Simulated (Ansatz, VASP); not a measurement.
One calculation of GaSb, two programs

```
CELL_PARAMETERS angstrom
0.00000 3.33466 2.99305
2.99305 0.00000 2.99305
2.99305 3.33466 0.00000
ATOMIC_POSITIONS crystal
Ga 0.00000 0.00000 0.00000
Sb 0.75000 0.75000 0.75000
```

Change from the starting cell: strain +e along x and -e along y +0.0000, strain +e along z and -e/2 along x and y +0.0733.

Alike in both runs: task single point; functional PBE; k mesh 12 × 12 × 12; occupations gaussian, width 0.15 eV; no spin polarisation.

|  | VASP | Ansatz |
| --- | --- | --- |
| version | VASP 6.6.1 | Ansatz 0.2.0 |
| potentials or method | VASP PAW PBE potentials, release 64 (Ga_d, Sb), cutoff 500 eV | scalar-relativistic, plane waves, PAW |
| valence electrons in the cell | 18 | 28 |

```tsv
	VASP	Ansatz	Ansatz less VASP
gap on the k mesh at the Fermi level (eV)	none	none	-
pressure (GPa)	0.2	0.2	-0.05
traceless stress, the component that is largest in VASP (GPa)	-3.48	-3.49	-0.009
```

A gap of «none» marks a metal or a gap that the smearing closes. With one functional, cell and mesh, what is left measures potentials, basis and numerics. VASP's potentials hold 18 valence electrons a cell and Ansatz's 28, so a difference there can come from the potentials and not from the codes.

Neither program's run includes spin-orbit coupling.
